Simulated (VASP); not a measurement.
Set up this calculation in VASP 6.6.1, as the native input.

```yaml
Task: single point
Functional: PBE
Potentials_or_basis: VASP PAW PBE potentials, release 64 (Ge_d)
Cutoff: 520 eV
k_mesh: 12 × 12 × 8
Occupations: gaussian, width 0.15 eV
Spin: no spin polarisation
Dipole_correction: no
Further_INCAR_settings: ALGO = Normal; EDIFF = 1e-06; NBANDS = 36
```

The structure of Ge lies in POSCAR:

```
Ge
1.0
    3.9364120065      0.0000000000      0.0000000000
   -1.9682060033      3.4090327973      0.0000000000
    0.0000000000      0.0000000000      6.8933040382
Ge
4
Direct
    0.6666666667      0.3333333333      0.0627911807
    0.3333333333      0.6666666667      0.5627911807
    0.6666666667      0.3333333333      0.4372088193
    0.3333333333      0.6666666667      0.9372088193
```

This cell differs from its parent crystal: strain -0.030 along x and y, +0.030 along z.

The input as run:

INCAR

```
SYSTEM = Ge
PREC = Accurate ; ENCUT = 520
EDIFF = 1E-6 ; ISMEAR = 0
SIGMA = 0.15 ; LREAL = .FALSE.
LASPH = .TRUE. ; NELM = 80
ALGO = Normal ; ISIF = 2
LWAVE = .FALSE. ; LCHARG = .TRUE.
GGA = PE ; LELF = .TRUE.
LVHAR = .TRUE. ; NBANDS = 36
```

KPOINTS

```
Automatic mesh
0
G
  12 12 8
  0 0 0
```

Potentials or basis: VASP PAW PBE potentials, release 64 (Ge_d).

Launch:

```sh
$ cat potpaw_PBE.64/Ge_d/POTCAR > POTCAR
$ mpirun -np 1 vasp_std > vasp.out
```

It gave:

| Item | Value |
| --- | --- |
| Pressure | 2.4 GPa |
| Largest force | 0.468 eV/Å |
| Band gap on the k mesh | zero (filled and empty bands touch) |

Caveat: the cell differs from its parent crystal (strain -0.030 along x and y, +0.030 along z).

Wall time 4.8 min on 1 thread of Intel Xeon 6975P-C, on a shared host, peak memory 0.35 GiB.
